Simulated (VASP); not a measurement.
# Si2N (P-4m2) in VASP: further runs

Runs on Si2N. Level: PBE. Tasks: single point, relaxation of cell and atoms.

Program: VASP 6.6.1. These are calculated values, not measurements. Logs are shortened: lines on timing, memory, paths and dates and some standing lists are left out, and cuts for length are marked.

## (1) The cell of the first run

It takes space group P-4m2 (No. 115, tetragonal). Conventional cell: a = 2.746 Å, b = 2.746 Å, c = 5.132 Å, α = 90.00°, β = 90.00°, γ = 90.00°. Si (site symmetry 2mm) has 2 N at 1.86 Å within 2.5 Å. Within 2.5 Å of N (site symmetry -4m2) lie 4 Si at 1.86 Å.

The cell was built from a structure type or drawn by symmetry, and may not be a known phase.

## (2) Single point, PBE, collinear spin, ferromagnetic start

The input, INCAR:

```
PREC = Accurate ; ENCUT = 520
EDIFF = 1E-7 ; ISMEAR = 0
SIGMA = 0.1 ; LREAL = F
LASPH = T ; NELM = 150
ALGO = Normal ; ISIF = 2
LWAVE = F ; LCHARG = T
ISPIN = 2 ; MAGMOM = 0 0 1
LORBIT = 11 ; GGA = PE
LELF = T ; LVHAR = T
NBANDS = 18
```

The input, KPOINTS:

```
Automatic mesh
0
Gamma
  6 6 4
```

The input, POSCAR:

```
Si2N
1.0
    2.7463138511      0.0000000000      0.0000000000
    0.0000000000      2.7463138511      0.0000000000
    0.0000000000      0.0000000000      5.1322947447
Si N
2 1
Direct
    0.5000000000      0.0000000000      0.2443053757
    0.0000000000      0.5000000000      0.7556946243
    0.0000000000      0.0000000000      0.0000000000
```

Potentials or basis: VASP PAW PBE potentials, release 64 (Si, N).

Started as:

```bash
$ cat potpaw_PBE.64/Si/POTCAR potpaw_PBE.64/N/POTCAR > POTCAR
$ mpirun -np 1 vasp_std > vasp.out
```

OUTCAR:

```text
PREC = Accurate
   ENCUT = 520
   EDIFF = 1E-7
   ISMEAR = 0
   LREAL = F
   LASPH = T
   NELM = 150
   ISIF = 2
   ISPIN = 2
   LORBIT = 11
   GGA = PE

 ion  position               nearest neighbor table
   1  0.500  0.000  0.244-   3 1.86   3 1.86
   2  0.000  0.500  0.756-   3 1.86   3 1.86
   3  0.000  0.000  0.000-   1 1.86   2 1.86   2 1.86   1 1.86

  LATTYP: Found a simple tetragonal cell.
 ALAT       =     2.7463138511
 C/A-ratio  =     1.8687939627

  Lattice vectors:

 A1 = (   2.7463138511,   0.0000000000,   0.0000000000)
 A2 = (   0.0000000000,   2.7463138511,   0.0000000000)
 A3 = (   0.0000000000,   0.0000000000,   5.1322947447)

Analysis of symmetry for initial positions (statically):
=====================================================================
 Subroutine PRICEL returns:
 Original cell was already a primitive cell.

 Routine SETGRP: Setting up the symmetry group for a
 simple tetragonal supercell.

 Subroutine GETGRP returns: Found  8 space group operations
 (whereof  8 operations were pure point group operations)
 out of a pool of 16 trial point group operations.

The static configuration has the point symmetry D_2d.

Analysis of symmetry for dynamics (positions and initial velocities):
=====================================================================
 Subroutine PRICEL returns:
 Original cell was already a primitive cell.

 Routine SETGRP: Setting up the symmetry group for a
 simple tetragonal supercell.

 Subroutine GETGRP returns: Found  8 space group operations
 (whereof  8 operations were pure point group operations)
 out of a pool of 16 trial point group operations.

The dynamic configuration has the point symmetry D_2d.

Analysis of structural, dynamic, and magnetic symmetry:
=====================================================================
 Subroutine PRICEL returns:
 Original cell was already a primitive cell.

 Routine SETGRP: Setting up the symmetry group for a
 simple tetragonal supercell.

 Subroutine GETGRP returns: Found  8 space group operations
 (whereof  8 operations were pure point group operations)
 out of a pool of 16 trial point group operations.

The overall configuration has the point symmetry D_2d.

 Subroutine INISYM returns: Found  8 space group operations
 (whereof  8 operations are pure point group operations),
 and found     1 'primitive' translations

----------------------------------------------------------------------------------------

                                     Primitive cell

  volume of cell :      38.7090

  direct lattice vectors                    reciprocal lattice vectors
     2.746313851  0.000000000  0.000000000     0.364124443  0.000000000  0.000000000
     0.000000000  2.746313851  0.000000000     0.000000000  0.364124443  0.000000000
     0.000000000  0.000000000  5.132294745     0.000000000  0.000000000  0.194844616

  length of vectors
     2.746313851  2.746313851  5.132294745     0.364124443  0.364124443  0.194844616

  position of ions in fractional coordinates (direct lattice)
     0.500000000  0.000000000  0.244305376
     0.000000000  0.500000000  0.755694624
     0.000000000  0.000000000  0.000000000

  ion indices of the primitive-cell ions
   primitive index   ion index
                 1           1
                 2           2
                 3           3

----------------------------------------------------------------------------------------

 KPOINTS: Automatic mesh

Automatic generation of k-mesh.
 Grid dimensions read from file:
 generate k-points for:    6    6    4

 Generating k-lattice:

  Cartesian coordinates                     Fractional coordinates (reciprocal lattice)
     0.060687407  0.000000000  0.000000000     0.166666667  0.000000000  0.000000000
     0.000000000  0.060687407  0.000000000     0.000000000  0.166666667  0.000000000
     0.000000000  0.000000000  0.048711154     0.000000000  0.000000000  0.250000000

  Length of vectors
     0.060687407  0.060687407  0.048711154

  Shift w.r.t. Gamma in fractional coordinates (k-lattice)
     0.000000000  0.000000000  0.000000000

 Subroutine IBZKPT returns following result:
 ===========================================

 Found     30 irreducible k-points:

 Following reciprocal coordinates:
            Coordinates               Weight
  0.000000  0.000000  0.000000      1.000000
  0.166667  0.000000  0.000000      4.000000
  0.333333  0.000000  0.000000      4.000000
  0.500000  0.000000  0.000000      2.000000
  0.166667  0.166667  0.000000      4.000000
  0.333333  0.166667  0.000000      8.000000
[... 16 lines left out ...]
  0.333333  0.000000  0.500000      4.000000
  0.500000  0.000000  0.500000      2.000000
 [... further k-points ...]
   k-points           NKPTS =     30   k-points in BZ     NKDIM =     30   number of bands    NBANDS=     18
   number of dos      NEDOS =    301   number of ions     NIONS =      3
   total plane-waves  NPLWV =  16000
   dimension x,y,z NGX =    20 NGY =   20 NGZ =   40
   dimension x,y,z NGXF=    40 NGYF=   40 NGZF=   80
   ions per type =               2   1
   NGX,Y,Z   is equivalent  to a cutoff of  12.11, 12.11, 12.96 a.u.
   NGXF,Y,Z  is equivalent  to a cutoff of  24.21, 24.21, 25.91 a.u.
 SYSTEM =  unknown system
   PREC   = accura    normal or accurate (medium, high low for compatibility)
   ISTART =      0    job   : 0-new  1-cont  2-samecut
   ICHARG =      2    charge: 1-file 2-atom 10-const
   ISPIN  =      2    spin polarized calculation?
   LNONCOLLINEAR =      F non collinear calculations
   LSORBIT =      F    spin-orbit coupling
   LASPH  =      T    aspherical Exc in radial PAW
   ENCUT  =  520.0 eV  38.22 Ry    6.18 a.u.   5.11  5.11  9.54*2*pi/ulx,y,z
   NELM   =    150;   NELMIN=  2; NELMDL= -5     # of ELM steps
   EDIFF  = 0.1E-06   stopping-criterion for ELM
   LREAL  =      F    real-space projection
   EDIFFG = 0.1E-05   stopping-criterion for IOM
   NSW    =      0    number of steps for IOM
   IBRION =     -1    ionic relax: 0-MD 1-quasi-New 2-CG
   NFREE  =      0    steps in history (QN), initial steepest desc. (CG)
   ISIF   =      2    stress and relaxation
   ISYM   =      2    0-nonsym 1-usesym 2-fastsym
   POTIM  = 0.5000    time-step for ionic-motion
   TEBEG  =    0.0;   TEEND  =   0.0 temperature during run
   PSTRESS=    0.0 pullay stress
   NELECT =      13.0000    total number of electrons
   NUPDOWN=      -1.0000    fix difference up-down
   EMIN   =  10.00;   EMAX   =-10.00  energy-range for DOS
   EFERMI =   0.00;   METHOD = LEGACY
   ISMEAR =     0;   SIGMA  =   0.10  broadening in eV -4-tet -1-fermi 0-gaus
   EFERMI_NEDOS =   21; number of points for ismear=-14 and -15
   IALGO  =     38    algorithm
   IMIX   =      4    mixing-type and parameters
     AMIX     =   0.40;   BMIX     =  1.00
     AMIX_MAG =   1.60;   BMIX_MAG =  1.00
  volume/ion in A,a.u.               =      12.90        87.07
  Fermi-wavevector in a.u.,A,eV,Ry     =   1.137938  2.150391 17.618227  1.294903
  Thomas-Fermi vector in A             =   2.274643
   LORBIT       =     11    0 simple, 1 ext, 2 COOP (PROOUT), +10 PAW based schemes
   GGA     = PE    functional components
   LHFCALC =     F    Hartree Fock is set to
   AEXX    =    0.0000 exact exchange contribution
   IVDW    =     0    specifies the selected vdW correction
   LEPSILON=     F    determine dielectric tensor
   LRPA    =     F    only Hartree local field effects (RPA)
 spin polarized calculation
 Gauss-broadening in eV      SIGMA  =   0.10
  energy-cutoff  :      520.00
  volume of cell :       38.71
 maximum number of plane-waves:      1060
   NGX = 11   NGY = 11   NGZ = 19

 number of electron      13.0000003 magnetization       0.0002979

 number of electron      13.0000003 magnetization      -0.0000097

 Free energy of the ion-electron system (eV)
  ---------------------------------------------------
  ext. energy  EPLUGINS =         0.00000000
  ---------------------------------------------------
  free energy    TOTEN  =       -18.96764353 eV

  energy without entropy =      -18.96195817  energy(sigma->0) =      -18.96480085

 E-fermi :   8.1623     XC(G=0): -10.8937

 val. band max:        8.1339139700   @ k =   0.0000   0.0000   0.0000
 cond. band min:       8.2375239023   @ k =   0.3333   0.3333   0.5000
 fundamental gap:      0.1036099323
 Fermi energy:         8.1623048765

 spin component 1

 k-point     1 :       0.0000    0.0000    0.0000
  band No.  band energies     occupation
      1     -10.5212      1.00000
      2      -2.3613      1.00000
      3      -0.3334      1.00000
      4       4.5628      1.00000
      5       4.5628      1.00000
      6       8.1339      0.65598
[... 10 lines left out ...]
     17      25.3908      0.00000
     18      25.9056      0.00000
[... 463 lines left out ...]
 k-point    24 :       0.5000    0.0000    0.5000
  band No.  band energies     occupation
      1      -8.7908      1.00000
      2      -1.8752      1.00000
      3      -0.6189      1.00000
      4       2.5907      1.00000
      5       5.3341      1.00000
      6       6.5448      1.00000
[... 10 lines left out ...]
     17      22.7687      0.00000
     18      24.0578      0.00000

 [... further k-points ...]

 spin component 2

 k-point     1 :       0.0000    0.0000    0.0000
  band No.  band energies     occupation
      1     -10.5212      1.00000
      2      -2.3614      1.00000
      3      -0.3334      1.00000
      4       4.5628      1.00000
      5       4.5628      1.00000
      6       8.1339      0.65601
[... 10 lines left out ...]
     17      25.3908      0.00000
     18      25.9056      0.00000
[... 463 lines left out ...]
 k-point    24 :       0.5000    0.0000    0.5000
  band No.  band energies     occupation
      1      -8.7908      1.00000
      2      -1.8752      1.00000
      3      -0.6189      1.00000
      4       2.5907      1.00000
      5       5.3341      1.00000
      6       6.5449      1.00000
[... 10 lines left out ...]
     17      22.7687      0.00000
     18      24.0579      0.00000

 [... further k-points ...]

------------------------ aborting loop because EDIFF is reached ----------------------------------------

  FORCE on cell =-STRESS in cart. coord.  units (eV):
  Direction    XX          YY          ZZ          XY          YZ          ZX
  --------------------------------------------------------------------------------------
  -------------------------------------------------------------------------------------
  Total        0.0379513      0.0379513      0.0189420      0.0000000      0.0000000      0.0000000
  in kB        1.5708141      1.5708141      0.7840145      0.0000000      0.0000000      0.0000000
  external PRESSURE =       1.3085476 kB  Pullay stress =       0.0000000 kB

 VOLUME and BASIS-vectors are now :
 -----------------------------------------------------------------------------
  energy-cutoff  :      520.00
  volume of cell :       38.71
      direct lattice vectors                 reciprocal lattice vectors
     2.746313851  0.000000000  0.000000000     0.364124443  0.000000000  0.000000000
     0.000000000  2.746313851  0.000000000     0.000000000  0.364124443  0.000000000
     0.000000000  0.000000000  5.132294745     0.000000000  0.000000000  0.194844616

 POSITION                                       TOTAL-FORCE (eV/Angst)
 -----------------------------------------------------------------------------------
      1.37316      0.00000      1.25385         0.000000      0.000000     -0.034238
      0.00000      1.37316      3.87845         0.000000     -0.000000      0.034238
      0.00000      0.00000      0.00000         0.000000     -0.000000      0.000000
 -----------------------------------------------------------------------------------
    total drift:                               -0.000000     -0.000000     -0.000000

  FREE ENERGIE OF THE ION-ELECTRON SYSTEM (eV)
  ---------------------------------------------------
  free  energy   TOTEN  =       -18.9676435332 eV

  energy  without entropy=      -18.9619581704  energy(sigma->0) =      -18.96480085

 total charge

# of ion       s       p       d       tot
------------------------------------------
    1        0.794   0.764   0.000   1.558
    2        0.794   0.764   0.000   1.558
    3        1.253   2.599   0.000   3.852
--------------------------------------------------
tot          2.841   4.127   0.000   6.968

 magnetization (x)

# of ion       s       p       d       tot
------------------------------------------
    1        0.000   0.000   0.000   0.000
    2        0.000   0.000   0.000   0.000
    3        0.000  -0.000   0.000  -0.000
--------------------------------------------------
tot          0.000  -0.000   0.000  -0.000
```

It took 23 s on 1 thread of AMD EPYC 7R13 (Zen 3), shared host; peak memory 0.14 GiB.

What came out:

| Property | Result |
| --- | --- |
| Free energy | -18.9676 eV |
| Pressure | 0.1 GPa |
| Largest force | 0.034 eV/Å |
| Net moment | 0.00 μB per cell |
| Valence electrons inside the program's atomic spheres | Si 1.56; N 3.85 |

Forces on the atoms (eV/Å):
```
Si   0.000  0.000 -0.034
Si   0.000  0.000  0.034
N    0.000  0.000  0.000
```

Stress tensor (GPa, compression positive):
```
0.16 0.00 0.00
0.00 0.16 0.00
0.00 0.00 0.08
```

Caveat: the k points lie up to 0.38 Å⁻¹ apart.

## (3) Single point, PBE

This run uses another cell than the first one, of 13.51 Å³/atom.

The input, INCAR:

```
PREC     = Accurate       # precision mode
ENCUT    = 520            # plane-wave cutoff, eV
EDIFF    = 1E-6           # SCF threshold, eV
ISMEAR   = 0              # smearing method
SIGMA    = 0.1            # smearing width, eV
LREAL    = False          # projectors in reciprocal space
LASPH    = True           # aspherical terms in the spheres
NELM     = 100            # most SCF steps
ALGO     = Normal         # electronic algorithm
ISIF     = 2              # what is computed and relaxed
LWAVE    = False          # write WAVECAR
LCHARG   = True           # write CHGCAR
GGA      = PE             # functional
LELF     = True           # ELF
LVHAR    = True         
NBANDS   = 14             # bands
```

The input, KPOINTS:

```
Automatic mesh
0
Gamma
  16 16 10
```

The input, POSCAR:

```
Si2N
1.0
    2.7350278934      0.0000000000      0.0000000000
    0.0000000000      2.7350278934      0.0000000000
    0.0000000000      0.0000000000      5.4171829954
Si N
2 1
Direct
    0.5000000000      0.0000000000      0.2323664285
    0.0000000000      0.5000000000      0.7676335715
    0.0000000000      0.0000000000      0.0000000000
```

Potentials or basis: VASP PAW PBE potentials, release 64 (Si, N).

Started as:

```bash
$ cat potpaw_PBE.64/Si/POTCAR potpaw_PBE.64/N/POTCAR > POTCAR
$ mpirun -np 1 vasp_std > vasp.out
```

Run time: 61 s. Hardware: 1 thread of AMD EPYC 7R13 (Zen 3), shared host; peak memory 0.21 GiB.

It converged, with:

| Quantity | Value |
| --- | --- |
| Free energy | -19.0609 eV |
| Pressure | -0.1 GPa |
| Largest force | 0.024 eV/Å |
| Band gap on the k mesh | zero (an odd number of electrons rules out a gap without spin polarisation) |

Forces in eV/Å, atoms in the order of the input:
```
Si   0.000  0.000 -0.024
Si   0.000  0.000  0.024
N    0.000  0.000  0.000
```

Stress tensor (GPa, compression positive):
```
 0.00  0.00  0.00
 0.00  0.00  0.00
 0.00  0.00 -0.17
```

Levels at points of the mesh, in eV from the Fermi level:
| k point | band 5 | band 6 | band 7 | band 8 | band 9 | band 10 |
| --- | --- | --- | --- | --- | --- | --- |
| (0.00, 0.00, 0.00) | -3.47 | -0.67 | 1.30 | 6.61 | 7.43 | 7.74 |
| (0.50, 0.00, 0.00) | -3.40 | -2.70 | -2.60 | 3.47 | 6.17 | 7.36 |
| (0.50, 0.50, 0.00) | -2.92 | 0.21 | 0.52 | 0.52 | 0.87 | 3.73 |
| (0.00, 0.00, 0.50) | -3.46 | -3.46 | 2.74 | 4.67 | 6.90 | 6.90 |
| (0.50, 0.00, 0.50) | -2.69 | -1.44 | -0.04 | 0.54 | 4.64 | 7.74 |
| (0.50, 0.50, 0.50) | -2.43 | -1.02 | -0.22 | -0.22 | 3.14 | 3.32 |

## (4) Relaxation of cell and atoms, PBE

The input, INCAR:

```
SYSTEM = Si2N
PREC = Accurate ; ENCUT = 600
EDIFF = 1E-6 ; ISMEAR = 0
SIGMA = 0.1 ; LREAL = .FALSE.
LASPH = .TRUE. ; NELM = 60
ALGO = Normal ; ISIF = 3
LWAVE = .FALSE. ; LCHARG = .FALSE.
GGA = PE ; IBRION = 2
NSW = 100 ; EDIFFG = -0.01
```

The input, KPOINTS:

```
regular mesh
0
G
  16 16 10
  0 0 0
```

The input, POSCAR:

```
Si2N
1.0
    2.7463138511      0.0000000000      0.0000000000
    0.0000000000      2.7463138511      0.0000000000
    0.0000000000      0.0000000000      5.1322947447
Si N
2 1
Direct
    0.5000000000      0.0000000000      0.2443053757
    0.0000000000      0.5000000000      0.7556946243
    0.0000000000      0.0000000000      0.0000000000
```

Started as:

```bash
$ cat potpaw_PBE.64/Si/POTCAR potpaw_PBE.64/N/POTCAR > POTCAR
$ mpirun -np 1 vasp_std > vasp.out
```

It took 6.7 min on 1 thread of AMD EPYC 7R13 (Zen 3), shared host; peak memory 0.23 GiB.

It converged, with:

- Free energy: -19.0613 eV
- Relaxed volume: 13.51 Å³/atom
- Relaxed cell: a = 2.735 Å, b = 2.735 Å, c = 5.417 Å, α = 90.00°, β = 90.00°, γ = 90.00°
- Space group after relaxing (to 0.1 Å): P-4m2 (No. 115)
- Energy gained by relaxing: 12.3 meV/atom
- Ionic steps: 14
- Pressure after relaxing: 0.0 GPa
- Band gap on the k mesh: zero (an odd number of electrons rules out a gap without spin polarisation)

The path:
```csv
step,energy change (eV),largest force (eV/Å),pressure (GPa),volume (Å³)
1,0.0000,0.2358,0.51,38.71
2,-0.0153,0.2330,0.47,38.94
3,-0.0290,0.2229,0.50,39.33
4,-0.0298,0.2209,0.56,39.43
5,-0.0346,0.1599,1.41,39.98
6,-0.0348,0.0904,1.25,39.88
7,-0.0347,0.1046,-1.25,41.10
8,-0.0367,0.0051,-0.02,40.48
9,-0.0367,0.0071,-0.04,40.49
10,-0.0367,0.0108,-0.03,40.51
11,-0.0367,0.0159,-0.04,40.53
12,-0.0368,0.0147,-0.04,40.52
13,-0.0367,0.0239,0.17,40.50
14,-0.0368,0.0013,0.02,40.52
```

Final structure:
```xyz
3
Lattice="2.7348 0.0000 0.0000 0.0000 2.7348 0.0000 0.0000 0.0000 5.4173" Properties=species:S:1:pos:R:3 pbc="T T T"
Si    1.3674    0.0000    1.2578
Si    0.0000    1.3674    4.1594
N     0.0000    0.0000    0.0000
```

Levels at points of the mesh, in eV from the Fermi level:
| k point | band 4 | band 5 | band 6 | band 7 | band 8 | band 9 | band 10 |
| --- | --- | --- | --- | --- | --- | --- | --- |
| (0.00, 0.00, 0.00) | -3.48 | -3.48 | -0.68 | 1.29 | 6.61 | 7.43 | 7.74 |
| (0.50, 0.00, 0.00) | -3.59 | -3.39 | -2.71 | -2.60 | 3.47 | 6.17 | 7.36 |
| (0.50, 0.50, 0.00) | -6.74 | -2.92 | 0.21 | 0.52 | 0.52 | 0.87 | 3.73 |
| (0.00, 0.00, 0.50) | -4.32 | -3.48 | -3.48 | 2.73 | 4.67 | 6.90 | 6.90 |
| (0.50, 0.00, 0.50) | -5.09 | -2.71 | -1.44 | -0.04 | 0.55 | 4.65 | 7.74 |
| (0.50, 0.50, 0.50) | -6.88 | -2.44 | -1.02 | -0.22 | -0.22 | 3.15 | 3.32 |

## (5) The runs side by side

```tsv
task	spin	cell	k mesh	cutoff (eV)	gap on the mesh (eV)	pressure (GPa)	largest force (eV/Å)
single point	collinear, ferromagnetic start	a = 2.746, b = 2.746, c = 5.132 Å, 3 atoms, atomic positions A	6 × 6 × 4	520	none	0.1	0.03
single point	off	a = 2.735, b = 2.735, c = 5.417 Å, 3 atoms, atomic positions B	16 × 16 × 10	520	none	-0.1	0.02
relaxation of cell and atoms	off	relaxed from a = 2.746, b = 2.746, c = 5.132 Å, 3 atoms, atomic positions A	16 × 16 × 10	600	none	0.0	-
```

Alike in all rows: level PBE; potentials or basis VASP PAW PBE potentials, release 64 (Si, N); smearing gaussian 0.1 eV.

Caveats: some runs use coarse meshes.

Absolute energies hang on the potentials; compare differences alone.
